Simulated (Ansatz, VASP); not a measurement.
# B4MoRu in VASP and in Ansatz

```
CELL_PARAMETERS angstrom
3.00856 0.00000 0.00000
-1.50428 2.60549 0.00000
0.00000 0.00000 6.68496
ATOMIC_POSITIONS crystal
B 0.33333 0.66667 0.74860
B 0.33333 0.66667 0.25140
B 0.66667 0.33333 0.74860
B 0.66667 0.33333 0.25140
Mo 0.00000 0.00000 0.50000
Ru 0.00000 0.00000 0.00000
```

Change from the starting cell: species swapped into the TiNbB4 type (P6/mmm, No. 191).

Alike in both runs: functional PBE; k mesh 6 × 6 × 4; occupations gaussian, width 0.1 eV; no spin polarisation.

Ansatz relaxed the structure, and its values are those at the end. VASP's run is a single point on that final structure, the one shown.

|  | VASP | Ansatz |
| --- | --- | --- |
| version | VASP 6.6.1 | Ansatz 0.2.0 |
| potentials or method | VASP PAW PBE potentials, release 64 (B, Mo_sv, Ru_pv), cutoff 520 eV | scalar-relativistic, plane waves, PAW |
| valence electrons in the cell | 40 | 42 |

```csv
,VASP,Ansatz,Ansatz less VASP
gap on the k mesh at the Fermi level (eV),none,none,-
pressure (GPa),0.3,0.1,-0.23
rms of the force components (eV/Å),0.006,0.002,-0.0036
```

A gap of «none» marks a metal or a gap that the smearing closes. VASP's potentials hold 40 valence electrons a cell and Ansatz's 42, so a difference there can come from the potentials and not from the codes.

The k mesh is coarse, so the values compare programs but aren't converged.
